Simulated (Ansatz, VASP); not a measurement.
## BaTiO3 in VASP and in Ansatz

```
Ba Ti O
1.0
     4.00600    0.00000    0.00000
     0.00000    4.00600    0.00000
     0.00000    0.00000    4.00600
Ba Ti O
1 1 3
Cartesian
  2.0030 2.0030 2.0030
  0.0000 0.0000 0.0000
  2.0030 0.0000 0.0000
  0.0000 0.0000 2.0030
  0.0000 2.0030 0.0000
```

Alike in both runs: task relaxation of cell and atoms; functional revPBE; dispersion D3(BJ); k mesh 6 × 6 × 6; no spin polarisation.

```csv
,VASP,Ansatz
version,VASP 6.6.1,Ansatz 0.2.0
potentials or method,"VASP PAW PBE potentials, release 64 (Ba_sv, Ti_sv, O), cutoff 600 eV","plane waves, PAW"
occupations,"gaussian, width 0.01 eV",fixed
valence electrons in the cell,40,40
```

```tsv
	VASP	Ansatz	Ansatz less VASP
relaxed volume (Å³/atom)	12.86	12.74	-0.122
relaxed cell length with the largest relative difference (Å)	4.006	3.993	-0.0127
```

VASP's potentials were made for PBE, not for revPBE.

Spin-orbit coupling is off throughout. Noted on VASP's run: the relaxation stopped at its first step, so nothing moved.
